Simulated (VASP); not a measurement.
## Li2Nb: single point with PBE

The system is Li2Nb.

```xyz
3
Lattice="2.7623 0.0000 0.0000 -1.3811 2.3922 0.0000 0.0000 0.0000 5.5510" Properties=species:S:1:pos:R:3 pbc="T T T"
Li    0.0000    0.0000    0.8914
Li    0.0000    0.0000    4.6597
Nb    0.0000    0.0000    2.7755
```

```yaml
Program: VASP 6.6.1
Task: single point
Functional: PBE
Potentials_or_basis: VASP PAW PBE potentials, release 64 (Li_sv, Nb_sv)
Cutoff: 520 eV
k_mesh: 11 × 11 × 5
Occupations: fermi-dirac, width 0.05 eV
Spin: no spin polarisation
```

```json
{
 "Largest force": "3.605 eV/Å",
 "Band gap on the k mesh": "zero (an odd number of electrons rules out a gap without spin polarisation)"
}
```

Forces in eV/Å, atoms in the order of the input:
```
Li   0.000  0.000 -3.605
Li   0.000  0.000  3.605
Nb   0.000  0.000  0.000
```

Levels at points of the mesh, in eV from the Fermi level:
```csv
k point,band 8,band 9,band 10,band 11,band 12,band 13
"(0.00, 0.00, 0.00)",-2.73,-0.76,-0.14,0.44,0.44,2.85
```

Wall time 23 s on 1 thread of Intel(R) Xeon(R) Platinum 8259CL CPU @ 2.50GHz (Skylake/Cascade Lake), with other jobs on the host, peak memory 0.17 GiB.

Caveat: atoms lie so close that the PAW spheres overlap strongly, which falsifies energies and pressures; forces of over 1 eV/Å act on the atoms, so gaps and moduli don't describe the material at rest.
